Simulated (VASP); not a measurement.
## Si: single point with LDA

Si:

```
Si
1.0
     0.00000   -2.70080   -2.70080
     0.00000    2.70080   -2.70080
     5.40160    0.00000    0.00000
Si
4
Cartesian
  0.0000 -0.1257 -2.7099
  2.7008 0.1257 0.0091
  1.3504 1.3413 -1.4761
  4.0512 -1.3413 -1.2247
```

This cell differs from its parent crystal: mode 4 frozen in at -0.126 Å and mode 9 at +0.000 Å (largest displacements).

```
Program                : VASP 6.6.1
Task                   : single point
Functional             : LDA
Potentials or basis    : VASP PAW LDA potentials, release 64 (Si)
Cutoff                 : 520 eV
k mesh                 : 10 × 10 × 6
Occupations            : gaussian, width 0.05 eV
Spin                   : no spin polarisation
Dipole correction      : no
Further INCAR settings : ALGO = Normal; EDIFF = 1e-06; NBANDS = 16
```

```yaml
Pressure: -0.6 GPa
Largest_force: 0.253 eV/Å
Band_gap_on_the_k_mesh: 0.37 eV, indirect (least direct gap 0.70 eV)
```

Forces on the atoms (eV/Å):
```
Si  -0.021  0.251  0.021
Si  -0.021 -0.251 -0.021
Si   0.021  0.021  0.251
Si   0.021 -0.021 -0.251
```

Stress tensor (GPa, compression positive):
```
-0.64  0.00  0.00
 0.00 -0.56  0.04
 0.00  0.04 -0.56
```

Levels at points of the mesh, in eV from the valence-band top:
```csv
k point,band 4,band 5,band 6,band 7,band 8,band 9,band 10,band 11,band 12,band 13
"(0.00, 0.00, 0.00)",-2.94,-2.87,-0.22,-0.17,0.00,0.70,0.74,2.51,2.52,2.52
"(0.50, 0.00, 0.00)",-5.54,-3.88,-3.88,-1.35,-1.35,2.34,2.34,4.69,4.69,5.02
"(0.00, 0.50, 0.00)",-5.53,-3.87,-3.87,-1.36,-1.36,2.33,2.33,4.69,4.69,5.04
"(0.50, 0.50, 0.00)",-7.87,-2.93,-2.93,-2.89,-2.89,0.47,0.47,0.50,0.50,10.01
"(0.00, 0.00, 0.50)",-3.54,-1.96,-1.96,-1.92,-1.92,1.00,1.00,2.88,2.88,5.73
"(0.50, 0.00, 0.50)",-7.11,-1.22,-1.22,-1.21,-1.21,1.42,1.42,3.21,3.21,3.27
"(0.00, 0.50, 0.50)",-7.10,-1.23,-1.23,-1.21,-1.21,1.42,1.42,3.22,3.22,3.26
"(0.50, 0.50, 0.50)",-7.71,-3.98,-3.98,-3.98,-3.98,4.07,4.07,4.07,4.07,4.97
```

Wall time 110 s on 1 thread of Intel(R) Xeon(R) Platinum 8259CL CPU @ 2.50GHz (Skylake/Cascade Lake) (shared host), peak memory 0.24 GiB.

Caveat: the cell differs from its parent crystal (mode 4 frozen in at -0.126 Å and mode 9 at +0.000 Å (largest displacements)). A k mesh can miss the band edges.
